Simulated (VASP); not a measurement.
A run of VASP 6.6.1:

INCAR

```
ALGO = Normal ; EDIFF = 1E-7
ENCUT = 520 ; GGA = PE
ISIF = 2 ; ISMEAR = 0
LASPH = True ; LCHARG = False
LREAL = False ; LWAVE = False
NBANDS = 45 ; NELM = 80
PREC = Accurate ; SIGMA = 0.1
```

The input KPOINTS:

```
k-points
0
Gamma
  6 6 2
```

POSCAR

```
MgSi4O8
1.0
    5.3079410722      0.0000000000      0.0000000000
   -2.6539705361      4.5968118103      0.0000000000
    0.0000000000      0.0000000000      8.6382448678
Mg Si O
1 4 8
Direct
    0.0000000000      0.0000000000      0.0000000000
    0.3333333333      0.6666666667      0.6868365040
    0.6666666667      0.3333333333      0.1892038816
    0.6666666667      0.3333333333      0.8107961184
    0.3333333333      0.6666666667      0.3131634960
   -0.0008979971      0.4995510015      0.7473645097
    0.5004489985      0.4995510015      0.7473645097
    0.5004489985      1.0008979971      0.7473645097
    0.3333333333      0.6666666667      0.5000000000
    0.6666666667      0.3333333333      0.0000000000
    0.5004489985      1.0008979971      0.2526354903
    0.5004489985      0.4995510015      0.2526354903
   -0.0008979971      0.4995510015      0.2526354903
```

Potentials or basis: VASP PAW PBE potentials, release 64 (Mg, Si, O).

Command:

```bash
$ cat potpaw_PBE.64/Mg/POTCAR potpaw_PBE.64/Si/POTCAR potpaw_PBE.64/O/POTCAR > POTCAR
$ mpirun -np 1 vasp_std > vasp.out
```

Hardware: 1 thread of AMD EPYC 9R45 96-Core Processor (Zen 5), on a shared host.

Q: How long does it take, and how much memory?

A: Run time: 80 s on 1 thread of AMD EPYC 9R45 96-Core Processor (Zen 5), on a shared host, peak memory 0.33 GiB. Counts: scf iterations 17, k points 14.
